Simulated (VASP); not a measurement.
# Si5Ge in VASP: notebook

Aim: see how the results for Si5Ge move with the level of theory and the settings. Levels: PBE, r2SCAN. Tasks: single point.

All numbers are computed with VASP 6.6.1; they aren't measurements. Logs are shortened: lines on timing, memory, paths and dates and some standing lists are left out, and cuts for length are marked.

**1. The cell of the first run**

It takes space group P-3m1 (No. 164, trigonal). Conventional cell: a = 3.908 Å, b = 3.908 Å, c = 19.042 Å, α = 90.00°, β = 90.00°, γ = 120.00°. Within 3.1 Å of Si (site symmetry 3m) lie 4 Si at 2.36 to 2.38 Å. Within 3.1 Å of Si (site symmetry 3m) lie 4 Si at 2.37 to 2.38 Å. Within 3.1 Å of Si (site symmetry 3m) lie 4 Si at 2.37 to 2.38 Å. Si (site symmetry 3m) has 4 Si at 2.37 to 2.38 Å within 3.1 Å. Within 3.1 Å of Si (site symmetry 3m) lie 1 Si at 2.36 Å and 3 Ge at 2.40 Å. Ge (site symmetry 3m) has 3 Si at 2.40 Å and 1 Ge at 2.48 Å within 3.2 Å.

**2. Single point, PBE**

Input file INCAR:

```
SYSTEM = Si5Ge
  PREC = Accurate
  ENCUT = 520
  EDIFF = 1E-7
  ISMEAR = 0
  SIGMA = 0.2
  LREAL = .False.
  LASPH = .True.
  NELM = 80
  ALGO = Normal
  ISIF = 2
  LWAVE = .False.
  LCHARG = .True.
  GGA = PE
  LELF = .True.
  LVHAR = .True.
  NBANDS = 46
```

Input file KPOINTS:

```
regular mesh
0
Gamma
  5 5 1
  0 0 0
```

Input file POSCAR:

```
Si5Ge
1.0
    3.9075395952      0.0000000000      0.0000000000
   -1.9537697976      3.3840285558      0.0000000000
    0.0000000000      0.0000000000     19.0418645573
Si Ge
10 2
Direct
    0.3333333333      0.6666666667      0.7678005379
    0.6666666667      0.3333333333      0.7272628810
    0.0000000000      0.0000000000      0.5622222069
    0.6666666667      0.3333333333      0.6028020318
    0.0000000000      0.0000000000      0.4377777931
    0.3333333333      0.6666666667      0.3971979682
    0.6666666667      0.3333333333      0.2321994621
    0.3333333333      0.6666666667      0.2727371190
    0.6666666667      0.3333333333      0.1081690595
    0.3333333333      0.6666666667      0.8918309405
    0.0000000000      0.0000000000      0.0650942095
    0.0000000000      0.0000000000      0.9349057905
```

Potentials or basis: VASP PAW PBE potentials, release 64 (Si, Ge_d).

On the command line:

```sh
$ cat potpaw_PBE.64/Si/POTCAR potpaw_PBE.64/Ge_d/POTCAR > POTCAR
$ mpirun -np 1 vasp_std > vasp.out
```

OUTCAR:

```text
SYSTEM = Si5Ge
   PREC = Accurate
   ENCUT = 520
   EDIFF = 1E-7
   ISMEAR = 0
   LREAL = .False.
   LASPH = .True.
   NELM = 80
   ISIF = 2
   GGA = PE

 ion  position               nearest neighbor table
   1  0.333  0.667  0.768-  10 2.36   2 2.38   2 2.38   2 2.38
   2  0.667  0.333  0.727-   4 2.37   1 2.38   1 2.38   1 2.38
   3  0.000  0.000  0.562-   5 2.37   4 2.38   4 2.38   4 2.38
   4  0.667  0.333  0.603-   2 2.37   3 2.38   3 2.38   3 2.38
   5  0.000  0.000  0.438-   3 2.37   6 2.38   6 2.38   6 2.38
   6  0.333  0.667  0.397-   8 2.37   5 2.38   5 2.38   5 2.38
   7  0.667  0.333  0.232-   9 2.36   8 2.38   8 2.38   8 2.38
   8  0.333  0.667  0.273-   6 2.37   7 2.38   7 2.38   7 2.38
   9  0.667  0.333  0.108-   7 2.36  11 2.40  11 2.40  11 2.40
  10  0.333  0.667  0.892-   1 2.36  12 2.40  12 2.40  12 2.40
  11  0.000  0.000  0.065-   9 2.40   9 2.40   9 2.40  12 2.48
  12  0.000  0.000  0.935-  10 2.40  10 2.40  10 2.40  11 2.48

  LATTYP: Found a hexagonal cell.
 ALAT       =     3.9075395952
 C/A-ratio  =     4.8731085363

  Lattice vectors:

 A1 = (   3.9075395952,   0.0000000000,   0.0000000000)
 A2 = (  -1.9537697976,   3.3840285558,   0.0000000000)
 A3 = (   0.0000000000,   0.0000000000,  19.0418645573)

Analysis of symmetry for initial positions (statically):
=====================================================================
 Subroutine PRICEL returns:
 Original cell was already a primitive cell.

 Routine SETGRP: Setting up the symmetry group for a
 hexagonal supercell.

 Subroutine GETGRP returns: Found 12 space group operations
 (whereof 12 operations were pure point group operations)
 out of a pool of 24 trial point group operations.

The static configuration has the point symmetry D_3d.

Analysis of symmetry for dynamics (positions and initial velocities):
=====================================================================
 Subroutine PRICEL returns:
 Original cell was already a primitive cell.

 Routine SETGRP: Setting up the symmetry group for a
 hexagonal supercell.

 Subroutine GETGRP returns: Found 12 space group operations
 (whereof 12 operations were pure point group operations)
 out of a pool of 24 trial point group operations.

The dynamic configuration has the point symmetry D_3d.

 Subroutine INISYM returns: Found 12 space group operations
 (whereof 12 operations are pure point group operations),
 and found     1 'primitive' translations

----------------------------------------------------------------------------------------

                                     Primitive cell

  volume of cell :     251.7949

  direct lattice vectors                    reciprocal lattice vectors
     3.907539595  0.000000000  0.000000000     0.255915513  0.147752890  0.000000000
    -1.953769798  3.384028556  0.000000000     0.000000000  0.295505781  0.000000000
     0.000000000  0.000000000 19.041864557     0.000000000  0.000000000  0.052515866

  length of vectors
     3.907539595  3.907539595 19.041864557     0.295505781  0.295505781  0.052515866

  position of ions in fractional coordinates (direct lattice)
     0.333333333  0.666666667  0.767800538
     0.666666667  0.333333333  0.727262881
     0.000000000  0.000000000  0.562222207
     0.666666667  0.333333333  0.602802032
     0.000000000  0.000000000  0.437777793
     0.333333333  0.666666667  0.397197968
     0.666666667  0.333333333  0.232199462
     0.333333333  0.666666667  0.272737119
     0.666666667  0.333333333  0.108169059
     0.333333333  0.666666667  0.891830941
     0.000000000  0.000000000  0.065094210
     0.000000000  0.000000000  0.934905790

  ion indices of the primitive-cell ions
   primitive index   ion index
                 1           1
                 2           2
                 3           3
                 4           4
                 5           5
                 6           6
                 7           7
                 8           8
                 9           9
                10          10
                11          11
                12          12

----------------------------------------------------------------------------------------

 KPOINTS: regular mesh

Automatic generation of k-mesh.
 Grid dimensions read from file:
 generate k-points for:    5    5    1

 Generating k-lattice:

  Cartesian coordinates                     Fractional coordinates (reciprocal lattice)
     0.051183103  0.029550578  0.000000000     0.200000000  0.000000000  0.000000000
     0.000000000  0.059101156  0.000000000     0.000000000  0.200000000  0.000000000
     0.000000000  0.000000000  0.052515866     0.000000000  0.000000000  1.000000000

  Length of vectors
     0.059101156  0.059101156  0.052515866

  Shift w.r.t. Gamma in fractional coordinates (k-lattice)
     0.000000000  0.000000000  0.000000000

 Subroutine IBZKPT returns following result:
 ===========================================

 Found      5 irreducible k-points:

 Following reciprocal coordinates:
            Coordinates               Weight
  0.000000  0.000000  0.000000      1.000000
  0.200000  0.000000  0.000000      6.000000
  0.400000  0.000000  0.000000      6.000000
  0.200000  0.200000  0.000000      6.000000
  0.400000  0.200000  0.000000      6.000000
   k-points           NKPTS =      5   k-points in BZ     NKDIM =      5   number of bands    NBANDS=     46
   number of dos      NEDOS =    301   number of ions     NIONS =     12
   total plane-waves  NPLWV = 129600
   dimension x,y,z NGX =    30 NGY =   30 NGZ =  144
   dimension x,y,z NGXF=    60 NGYF=   60 NGZF=  288
   ions per type =              10   2
   NGX,Y,Z   is equivalent  to a cutoff of  12.76, 12.76, 12.57 a.u.
   NGXF,Y,Z  is equivalent  to a cutoff of  25.53, 25.53, 25.14 a.u.
 SYSTEM =  Si5Ge
   PREC   = accura    normal or accurate (medium, high low for compatibility)
   ISTART =      0    job   : 0-new  1-cont  2-samecut
   ICHARG =      2    charge: 1-file 2-atom 10-const
   ISPIN  =      1    spin polarized calculation?
   LNONCOLLINEAR =      F non collinear calculations
   LSORBIT =      F    spin-orbit coupling
   LASPH  =      T    aspherical Exc in radial PAW
   ENCUT  =  520.0 eV  38.22 Ry    6.18 a.u.   7.27  7.27 35.41*2*pi/ulx,y,z
   NELM   =     80;   NELMIN=  2; NELMDL= -5     # of ELM steps
   EDIFF  = 0.1E-06   stopping-criterion for ELM
   LREAL  =      F    real-space projection
   EDIFFG = 0.1E-05   stopping-criterion for IOM
   NSW    =      0    number of steps for IOM
   IBRION =     -1    ionic relax: 0-MD 1-quasi-New 2-CG
   NFREE  =      0    steps in history (QN), initial steepest desc. (CG)
   ISIF   =      2    stress and relaxation
   ISYM   =      2    0-nonsym 1-usesym 2-fastsym
   POTIM  = 0.5000    time-step for ionic-motion
   TEBEG  =    0.0;   TEEND  =   0.0 temperature during run
   PSTRESS=    0.0 pullay stress
   NELECT =      68.0000    total number of electrons
   NUPDOWN=      -1.0000    fix difference up-down
   EMIN   =  10.00;   EMAX   =-10.00  energy-range for DOS
   EFERMI =   0.00;   METHOD = LEGACY
   ISMEAR =     0;   SIGMA  =   0.20  broadening in eV -4-tet -1-fermi 0-gaus
   EFERMI_NEDOS =   21; number of points for ismear=-14 and -15
   IALGO  =     38    algorithm
   IMIX   =      4    mixing-type and parameters
     AMIX     =   0.40;   BMIX     =  1.00
     AMIX_MAG =   1.60;   BMIX_MAG =  1.00
  volume/ion in A,a.u.               =      20.98       141.60
  Fermi-wavevector in a.u.,A,eV,Ry     =   1.058186  1.999682 15.235239  1.119758
  Thomas-Fermi vector in A             =   2.193487
   LORBIT       =      0    0 simple, 1 ext, 2 COOP (PROOUT), +10 PAW based schemes
   GGA     = PE    functional components
   LHFCALC =     F    Hartree Fock is set to
   AEXX    =    0.0000 exact exchange contribution
   IVDW    =     0    specifies the selected vdW correction
   LEPSILON=     F    determine dielectric tensor
   LRPA    =     F    only Hartree local field effects (RPA)
 non-spin polarized calculation
 Gauss-broadening in eV      SIGMA  =   0.20
  energy-cutoff  :      520.00
  volume of cell :      251.79
 maximum number of plane-waves:      6869
 NGX is ok and might be reduce to    30
   NGX = 15   NGY = 15   NGZ = 71

 number of electron      67.9999993 magnetization

 Free energy of the ion-electron system (eV)
  ---------------------------------------------------
  ext. energy  EPLUGINS =         0.00000000
  ---------------------------------------------------
  free energy    TOTEN  =       -62.97615380 eV

  energy without entropy =      -62.97397532  energy(sigma->0) =      -62.97506456

 E-fermi :   5.7856     XC(G=0):  -9.3988

 val. band max:        5.4750680012   @ k =   0.0000   0.0000   0.0000
 cond. band min:       6.1416163634   @ k =   0.4000   0.0000   0.0000
 fundamental gap:      0.6665483622
 Fermi energy:         5.7855557999

 k-point     1 :       0.0000    0.0000    0.0000
  band No.  band energies     occupation
      1     -18.8557      2.00000
      2     -18.7709      2.00000
      3     -18.7709      2.00000
      4     -18.7323      2.00000
      5     -18.7323      2.00000
      6     -18.7164      2.00000
[... 38 lines left out ...]
     45       8.4854      0.00000
     46       8.6483      0.00000

 k-point     2 :       0.2000    0.0000    0.0000
  band No.  band energies     occupation
      1     -18.8541      2.00000
      2     -18.7726      2.00000
      3     -18.7711      2.00000
      4     -18.7330      2.00000
      5     -18.7291      2.00000
      6     -18.7168      2.00000
[... 38 lines left out ...]
     45       9.1143      0.00000
     46       9.4581      0.00000

 k-point     3 :       0.4000    0.0000    0.0000
  band No.  band energies     occupation
      1     -18.8516      2.00000
      2     -18.7754      2.00000
      3     -18.7715      2.00000
      4     -18.7341      2.00000
      5     -18.7240      2.00000
      6     -18.7176      2.00000
[... 38 lines left out ...]
     45       9.0806      0.00000
     46       9.2785      0.00000

 k-point     4 :       0.2000    0.2000    0.0000
  band No.  band energies     occupation
      1     -18.8520      2.00000
      2     -18.7744      2.00000
      3     -18.7720      2.00000
      4     -18.7326      2.00000
      5     -18.7264      2.00000
      6     -18.7159      2.00000
[... 38 lines left out ...]
     45       9.5149      0.00000
     46       9.6383      0.00000

 k-point     5 :       0.4000    0.2000    0.0000
  band No.  band energies     occupation
      1     -18.8507      2.00000
      2     -18.7752      2.00000
      3     -18.7728      2.00000
      4     -18.7318      2.00000
      5     -18.7257      2.00000
      6     -18.7148      2.00000
[... 38 lines left out ...]
     45       9.6872      0.00000
     46       9.6934      0.00000

------------------------ aborting loop because EDIFF is reached ----------------------------------------

  FORCE on cell =-STRESS in cart. coord.  units (eV):
  Direction    XX          YY          ZZ          XY          YZ          ZX
  --------------------------------------------------------------------------------------
  -------------------------------------------------------------------------------------
  Total       -0.3240121     -0.3240121     -0.2611514      0.0000000      0.0000000      0.0000000
  in kB       -2.0616974     -2.0616974     -1.6617129      0.0000000      0.0000000      0.0000000
  external PRESSURE =      -1.9283692 kB  Pullay stress =       0.0000000 kB

 VOLUME and BASIS-vectors are now :
 -----------------------------------------------------------------------------
  energy-cutoff  :      520.00
  volume of cell :      251.79
      direct lattice vectors                 reciprocal lattice vectors
     3.907539595  0.000000000  0.000000000     0.255915513  0.147752890  0.000000000
    -1.953769798  3.384028556  0.000000000     0.000000000  0.295505781  0.000000000
     0.000000000  0.000000000 19.041864557     0.000000000  0.000000000  0.052515866

 POSITION                                       TOTAL-FORCE (eV/Angst)
 -----------------------------------------------------------------------------------
     -0.00000      2.25602     14.62035        -0.000000      0.000000     -0.018683
      1.95377      1.12801     13.84844        -0.000000      0.000000     -0.007391
      0.00000      0.00000     10.70576        -0.000000     -0.000000      0.002636
      1.95377      1.12801     11.47847        -0.000000     -0.000000      0.000313
      0.00000      0.00000      8.33611        -0.000000     -0.000000     -0.002636
     -0.00000      2.25602      7.56339        -0.000000     -0.000000     -0.000313
      1.95377      1.12801      4.42151        -0.000000     -0.000000      0.018683
     -0.00000      2.25602      5.19342         0.000000     -0.000000      0.007391
      1.95377      1.12801      2.05974        -0.000000      0.000000      0.000709
     -0.00000      2.25602     16.98212        -0.000000      0.000000     -0.000709
      0.00000      0.00000      1.23952        -0.000000     -0.000000      0.030960
      0.00000      0.00000     17.80235         0.000000      0.000000     -0.030960
 -----------------------------------------------------------------------------------
    total drift:                               -0.000000      0.000000      0.000000

  FREE ENERGIE OF THE ION-ELECTRON SYSTEM (eV)
  ---------------------------------------------------
  free  energy   TOTEN  =       -62.9761538015 eV

  energy  without entropy=      -62.9739753211  energy(sigma->0) =      -62.97506456
```

Wall time 56 s (1 thread of Intel Xeon Platinum 8559C (Emerald Rapids), shared host); peak memory 0.35 GiB.

What came out:

```
Free energy            : -62.9762 eV
Pressure               : -0.2 GPa
Largest force          : 0.031 eV/Å
Band gap on the k mesh : 0.67 eV, indirect (least direct gap 1.12 eV)
```

Forces on the atoms (eV/Å):
```
Si   0.000  0.000 -0.019
Si   0.000  0.000 -0.007
Si   0.000  0.000  0.003
Si   0.000  0.000  0.000
Si   0.000  0.000 -0.003
Si   0.000  0.000  0.000
Si   0.000  0.000  0.019
Si   0.000  0.000  0.007
Si   0.000  0.000  0.001
Si   0.000  0.000 -0.001
Ge   0.000  0.000  0.031
Ge   0.000  0.000 -0.031
```

Levels at points of the mesh, in eV from the valence-band top:
| k point | band 30 | band 31 | band 32 | band 33 | band 34 | band 35 | band 36 | band 37 | band 38 | band 39 |
| --- | --- | --- | --- | --- | --- | --- | --- | --- | --- | --- |
| (0.00, 0.00, 0.00) | -0.52 | -0.52 | -0.03 | 0.00 | 0.00 | 1.12 | 1.33 | 1.37 | 1.94 | 1.96 |

A k mesh can miss the band edges. A hybrid or GW would open this gap; PBE tends to underestimate it.

**3. Single point, PBE**

Input file INCAR:

```
PREC = Accurate
ENCUT = 520
EDIFF = 1E-6
ISMEAR = 0
SIGMA = 0.1
LREAL = F
LASPH = T
NELM = 100
ALGO = Normal
ISIF = 2
LWAVE = F
LCHARG = F
GGA = PE
NBANDS = 46
```

Input file KPOINTS:

```
Automatic mesh
0
Gamma
  6 6 1
```

Input file POSCAR:

```
Si5Ge
1.0
    3.8986340619      0.0000000000      0.0000000000
   -1.9493170310      3.3763161377      0.0000000000
    0.0000000000      0.0000000000     19.0922127668
Si Ge
10 2
Direct
    0.3333333333      0.6666666667      0.7676969295
    0.6666666667      0.3333333333      0.7269566844
    0.0000000000      0.0000000000      0.5620614746
    0.6666666667      0.3333333333      0.6028150959
    0.0000000000      0.0000000000      0.4379385254
    0.3333333333      0.6666666667      0.3971849041
    0.6666666667      0.3333333333      0.2323030705
    0.3333333333      0.6666666667      0.2730433156
    0.6666666667      0.3333333333      0.1084400208
    0.3333333333      0.6666666667      0.8915599792
    0.0000000000      0.0000000000      0.0650575297
    0.0000000000      0.0000000000      0.9349424703
```

Potentials or basis: VASP PAW PBE potentials, release 64 (Si, Ge_d).

On the command line:

```sh
$ cat potpaw_PBE.64/Si/POTCAR potpaw_PBE.64/Ge_d/POTCAR > POTCAR
$ mpirun -np 1 vasp_std > vasp.out
```

OUTCAR:

```text
PREC = Accurate
   ENCUT = 520
   EDIFF = 1E-6
   ISMEAR = 0
   LREAL = F
   LASPH = T
   NELM = 100
   ISIF = 2
   GGA = PE

 ion  position               nearest neighbor table
   1  0.333  0.667  0.768-  10 2.36   2 2.38   2 2.38   2 2.38
   2  0.667  0.333  0.727-   4 2.37   1 2.38   1 2.38   1 2.38
   3  0.000  0.000  0.562-   5 2.37   4 2.38   4 2.38   4 2.38
   4  0.667  0.333  0.603-   2 2.37   3 2.38   3 2.38   3 2.38
   5  0.000  0.000  0.438-   3 2.37   6 2.38   6 2.38   6 2.38
[... 554 lines left out ...]

 VOLUME and BASIS-vectors are now :
 -----------------------------------------------------------------------------
  energy-cutoff  :      520.00
  volume of cell :      251.31
      direct lattice vectors                 reciprocal lattice vectors
     3.898634062  0.000000000  0.000000000     0.256500093  0.148090398  0.000000000
    -1.949317031  3.376316138  0.000000000     0.000000000  0.296180796  0.000000000
     0.000000000  0.000000000 19.092212767     0.000000000  0.000000000  0.052377376

 POSITION                                       TOTAL-FORCE (eV/Angst)
 -----------------------------------------------------------------------------------
     -0.00000      2.25088     14.65703         0.000000     -0.000000     -0.003188
      1.94932      1.12544     13.87921        -0.000000     -0.000000      0.000734
      0.00000      0.00000     10.73100         0.000000      0.000000      0.005252
      1.94932      1.12544     11.50907         0.000000     -0.000000     -0.000938
      0.00000      0.00000      8.36122        -0.000000     -0.000000     -0.005252
     -0.00000      2.25088      7.58314         0.000000      0.000000      0.000938
      1.94932      1.12544      4.43518         0.000000      0.000000      0.003188
     -0.00000      2.25088      5.21300         0.000000      0.000000     -0.000734
      1.94932      1.12544      2.07036         0.000000     -0.000000     -0.005510
     -0.00000      2.25088     17.02185        -0.000000      0.000000      0.005510
      0.00000      0.00000      1.24209        -0.000000     -0.000000      0.017000
      0.00000      0.00000     17.85012         0.000000     -0.000000     -0.017000
 -----------------------------------------------------------------------------------
    total drift:                                0.000000      0.000000      0.000000

  FREE ENERGIE OF THE ION-ELECTRON SYSTEM (eV)
  ---------------------------------------------------
  free  energy   TOTEN  =       -63.0972324911 eV

  energy  without entropy=      -63.0972319889  energy(sigma->0) =      -63.09723224
```

stdout:

```text
POSCAR found type information on POSCAR SiGe
 POSCAR found :  2 types and      12 ions
 scaLAPACK will be used
 LDA part: xc-table for (Slater+PW92), standard interpolation
 POSCAR, INCAR and KPOINTS ok, starting setup
 FFT: planning ... GRIDC
 FFT: planning ... GRID_SOFT
 FFT: planning ... GRID
 WAVECAR not read
 entering main loop
```

Run time: 73 s. Hardware: 1 thread of Intel Xeon Platinum 8559C (Emerald Rapids), shared host; peak memory 0.36 GiB.

What came out:

```
Free energy            : -63.0972 eV
Pressure               : -0.1 GPa
Largest force          : 0.017 eV/Å
Band gap on the k mesh : 0.62 eV, indirect (least direct gap 1.15 eV)
```

Forces on the atoms (eV/Å):
```
Si   0.000  0.000 -0.003
Si   0.000  0.000  0.001
Si   0.000  0.000  0.005
Si   0.000  0.000 -0.001
Si   0.000  0.000 -0.005
Si   0.000  0.000  0.001
Si   0.000  0.000  0.003
Si   0.000  0.000 -0.001
Si   0.000  0.000 -0.006
Si   0.000  0.000  0.006
Ge   0.000  0.000  0.017
Ge   0.000  0.000 -0.017
```

(Part 1 of 2 ends here.)
